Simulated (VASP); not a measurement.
# NaH (P6_3/mmc) in VASP: single point with HSE06

Aim: the single point of NaH with HSE06.

Everything below comes from runs of VASP 6.6.1. Logs are shortened: lines on timing, memory, paths and dates and some standing lists are left out, and cuts for length are marked.

**1. The cell of the first run**

The structure is hexagonal, space group P6_3/mmc (No. 194). The conventional cell has a = 3.953 Å, b = 3.953 Å, c = 4.828 Å, α = 90.00°, β = 90.00°, γ = 120.00°. Na (site symmetry -6m2) has 5 H at 2.28 to 2.41 Å within 3.0 Å. H (site symmetry -6m2) has 5 Na at 2.28 to 2.41 Å within 3.0 Å.

**2. Single point, HSE06**

File POSCAR:

```
NaH
1.0
    3.9532815480      0.0000000000      0.0000000000
   -1.9766407740      3.4236422489      0.0000000000
    0.0000000000      0.0000000000      4.8282923038
Na H
2 2
Direct
    0.3333333333      0.6666666667     -0.0624996820
    0.6666666667      0.3333333333      0.4375003180
    0.3333333333      0.6666666667      0.4374996820
    0.6666666667      0.3333333333      0.9374996820
```

File INCAR.step1:

```
  ALGO = Normal
  EDIFF = 1E-5
  ENCUT = 520
  GGA = PE
  ISIF = 2
  ISMEAR = 0
  LASPH = True
  LCHARG = False
  LREAL = False
  LWAVE = True
  NBANDS = 16
  NELM = 100
  PREC = Accurate
  SIGMA = 0.01
```

File INCAR.step2:

```
  ALGO = Normal
  EDIFF = 1E-7
  ENCUT = 520
  GGA = PE
  HFSCREEN = 0.2079
  ISIF = 2
  ISMEAR = 0
  ISTART = 1
  LASPH = True
  LCHARG = False
  LHFCALC = True
  LREAL = False
  LWAVE = False
  NBANDS = 16
  NELM = 100
  PREC = Accurate
  PRECFOCK = Normal
  SIGMA = 0.01
```

File KPOINTS:

```
k-points
0
Gamma
  6 6 4
```

Potentials or basis: VASP PAW PBE potentials, release 64 (Na_pv, H).

On the command line:

```console
cat potpaw_PBE.64/Na_pv/POTCAR potpaw_PBE.64/H/POTCAR > POTCAR
cp INCAR.step1 INCAR
mpirun -np 1 vasp_std > vasp.out
cp INCAR.step2 INCAR
mpirun -np 1 vasp_std > vasp.out
```

OUTCAR:

```text
EDIFF = 1E-7
   ENCUT = 520
   GGA = PE
   HFSCREEN = 0.2079
   ISIF = 2
   ISMEAR = 0
   ISTART = 1
   LASPH = True
   LHFCALC = True
   LREAL = False
   NELM = 100
   PREC = Accurate
   PRECFOCK = Normal

 ion  position               nearest neighbor table
   1  0.333  0.667  0.938-
   2  0.667  0.333  0.438-
   3  0.333  0.667  0.437-
   4  0.667  0.333  0.937-

  LATTYP: Found a hexagonal cell.
 ALAT       =     3.9532815480
 C/A-ratio  =     1.2213378291

  Lattice vectors:

 A1 = (   3.9532815480,   0.0000000000,   0.0000000000)
 A2 = (  -1.9766407740,   3.4236422489,   0.0000000000)
 A3 = (   0.0000000000,   0.0000000000,   4.8282923038)

Analysis of symmetry for initial positions (statically):
=====================================================================
 Subroutine PRICEL returns:
 Original cell was already a primitive cell.

 Routine SETGRP: Setting up the symmetry group for a
 hexagonal supercell.

 Subroutine GETGRP returns: Found 24 space group operations
 (whereof  6 operations were pure point group operations)
 out of a pool of 24 trial point group operations.

The static configuration has the point symmetry C_3v.
 The point group associated with its full space group is D_6h.

Analysis of symmetry for dynamics (positions and initial velocities):
=====================================================================
 Subroutine PRICEL returns:
 Original cell was already a primitive cell.

 Routine SETGRP: Setting up the symmetry group for a
 hexagonal supercell.

 Subroutine GETGRP returns: Found 24 space group operations
 (whereof  6 operations were pure point group operations)
 out of a pool of 24 trial point group operations.

The dynamic configuration has the point symmetry C_3v.
 The point group associated with its full space group is D_6h.

 Subroutine INISYM returns: Found 24 space group operations
 (whereof  6 operations are pure point group operations),
 and found     1 'primitive' translations

----------------------------------------------------------------------------------------

                                     Primitive cell

[... 94 lines left out ...]
   IBRION =     -1    ionic relax: 0-MD 1-quasi-New 2-CG
   NFREE  =      0    steps in history (QN), initial steepest desc. (CG)
   ISIF   =      2    stress and relaxation
   ISYM   =      3    0-nonsym 1-usesym 2-fastsym
   POTIM  = 0.5000    time-step for ionic-motion
   TEBEG  =    0.0;   TEEND  =   0.0 temperature during run
   PSTRESS=    0.0 pullay stress
   NELECT =      16.0000    total number of electrons
   NUPDOWN=      -1.0000    fix difference up-down
   EMIN   =  10.00;   EMAX   =-10.00  energy-range for DOS
   EFERMI =   0.00;   METHOD = LEGACY
   ISMEAR =     0;   SIGMA  =   0.01  broadening in eV -4-tet -1-fermi 0-gaus
   EFERMI_NEDOS =   21; number of points for ismear=-14 and -15
   IALGO  =     38    algorithm
   IMIX   =      1    mixing-type and parameters
     AMIX     =   0.40;   BMIX     =  1.00
     AMIX_MAG =   1.60;   BMIX_MAG =  1.00
  volume/ion in A,a.u.               =      16.34       110.25
  Fermi-wavevector in a.u.,A,eV,Ry     =   1.024161  1.935384 14.271231  1.048906
  Thomas-Fermi vector in A             =   2.157933
   LORBIT       =      0    0 simple, 1 ext, 2 COOP (PROOUT), +10 PAW based schemes
   GGA     = PE    functional components
   LHFCALC =     T    Hartree Fock is set to
   PRECFOCK=normal    Normal, Fast or Accurate (Low or Medium for compatibility)
   ENCUT4O =  -1.0   cutoff for four orbital integrals eV
   NKREDX  =     1    reduce k-point grid by
   NKREDY  =     1    reduce k-point grid by
   NKREDZ  =     1    reduce k-point grid by
   AEXX    =    0.2500 exact exchange contribution
   HFSCREEN=    0.2079 screening length (either q_TF or 0.3 A-1)
   HFSCREENC=   0.2079 screening length for correlation (either q_TF or 0.3 A-1)
   ENCUTFOCK=  -1.0 apply spherical cutoff to Coloumb kernel
   IVDW    =     0    specifies the selected vdW correction
   LEPSILON=     F    determine dielectric tensor
   LRPA    =     F    only Hartree local field effects (RPA)
 non-spin polarized calculation
 Gauss-broadening in eV      SIGMA  =   0.01
  energy-cutoff  :      520.00
  volume of cell :       65.35
 maximum number of plane-waves:      1794
 NGX is ok and might be reduce to    30
  NGX = 24; NGY = 24; NGZ = 28

 number of electron      16.0000024 magnetization

 Free energy of the ion-electron system (eV)
  ---------------------------------------------------
  ext. energy  EPLUGINS =         0.00000000
  ---------------------------------------------------
  free energy    TOTEN  =       -11.41301874 eV

  energy without entropy =      -11.41301874  energy(sigma->0) =      -11.41301874

 E-fermi :  -2.0181     XC(G=0):  -5.9808

 val. band max:       -2.1414050894   @ k =   0.1667   0.0000   0.0000
 cond. band min:       2.1197657873   @ k =   0.3333   0.3333   0.0000
 fundamental gap:      4.2611708767
 Fermi energy:        -2.0181079092

 k-point     1 :       0.0000    0.0000    0.0000
  band No.  band energies     occupation
      1     -26.7372      2.00000
      2     -26.7019      2.00000
      3     -26.7019      2.00000
      4     -26.6760      2.00000
      5     -26.6760      2.00000
      6     -26.6573      2.00000
[... 376 lines left out ...]
      3     -26.6988      2.00000
      4     -26.6988      2.00000
      5     -26.6645      2.00000
      6     -26.6645      2.00000
[... 8 lines left out ...]
     15      13.8706      0.00000
     16      13.8706      0.00000

------------------------ aborting loop because EDIFF is reached ----------------------------------------

  FORCE on cell =-STRESS in cart. coord.  units (eV):
  Direction    XX          YY          ZZ          XY          YZ          ZX
  --------------------------------------------------------------------------------------
  -------------------------------------------------------------------------------------
  Total        0.0470549      0.0470549      0.0551362     -0.0000000     -0.0000000      0.0000000
  in kB        1.1536533      1.1536533      1.3517856     -0.0000000     -0.0000000      0.0000000
  external PRESSURE =       1.2196974 kB  Pullay stress =       0.0000000 kB

 VOLUME and BASIS-vectors are now :
 -----------------------------------------------------------------------------
  energy-cutoff  :      520.00
  volume of cell :       65.35
      direct lattice vectors                 reciprocal lattice vectors
     3.953281548  0.000000000  0.000000000     0.252954410  0.146043296  0.000000000
    -1.976640774  3.423642249  0.000000000     0.000000000  0.292086593  0.000000000
     0.000000000  0.000000000  4.828292304     0.000000000  0.000000000  0.207112564

 POSITION                                       TOTAL-FORCE (eV/Angst)
 -----------------------------------------------------------------------------------
     -0.00000      2.28243      4.52653        -0.000000      0.000000      0.000000
      1.97664      1.14121      2.11238         0.000000      0.000000     -0.000000
     -0.00000      2.28243      2.11238        -0.000000     -0.000000     -0.000000
      1.97664      1.14121      4.52652         0.000000     -0.000000      0.000000
 -----------------------------------------------------------------------------------
    total drift:                                0.000000      0.000000      0.000193

  FREE ENERGIE OF THE ION-ELECTRON SYSTEM (eV)
  ---------------------------------------------------
  free  energy   TOTEN  =       -11.4130187370 eV

  energy  without entropy=      -11.4130187370  energy(sigma->0) =      -11.41301874
```

Wall time 22 min (1 thread of Intel Xeon Platinum 8488C (Sapphire Rapids), shared host); peak memory 0.3 GiB.

Results:

| Item | Value |
| --- | --- |
| Free energy | -11.4130 eV |
| Pressure | 0.1 GPa |
| Band gap on the k mesh | 4.26 eV, indirect (least direct gap 5.25 eV) |

Caveat: the PAW data sets were made with another functional, which shifts forces and pressure a little.
